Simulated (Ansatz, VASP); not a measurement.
# CdS in VASP and in Ansatz

```
Cd S
1.0
     4.16296    0.00000    0.00000
    -2.08148    3.60523    0.00000
     0.00000    0.00000    6.76593
Cd S
2 2
Direct
  0.66667 0.33333 0.50010
  0.33333 0.66667 0.00010
  0.66667 0.33333 0.87690
  0.33333 0.66667 0.37690
```

Alike in both runs: functional r2SCAN; k mesh 9 × 9 × 4; occupations gaussian, width 0.02 eV; no spin polarisation.

Ansatz relaxed the structure, and its values are those at the end. VASP's run is a single point on that final structure, the one shown.

```csv
,VASP,Ansatz
version,VASP 6.6.1,Ansatz 0.2.0
potentials or method,"VASP PAW PBE potentials, release 64 (Cd, S), cutoff 520 eV","scalar-relativistic, plane waves, PAW"
valence electrons in the cell,36,52
```

```csv
,VASP,Ansatz,Ansatz less VASP
gap on the k mesh at the Fermi level (eV),1.63,1.63,+0.005
least direct gap on the mesh (eV),1.63,1.63,+0.005
pressure (GPa),0.3,0.0,-0.31
```

VASP's potentials were made for PBE, not for r2SCAN. VASP's potentials hold 36 valence electrons a cell and Ansatz's 52, so a difference there can come from the potentials and not from the codes.
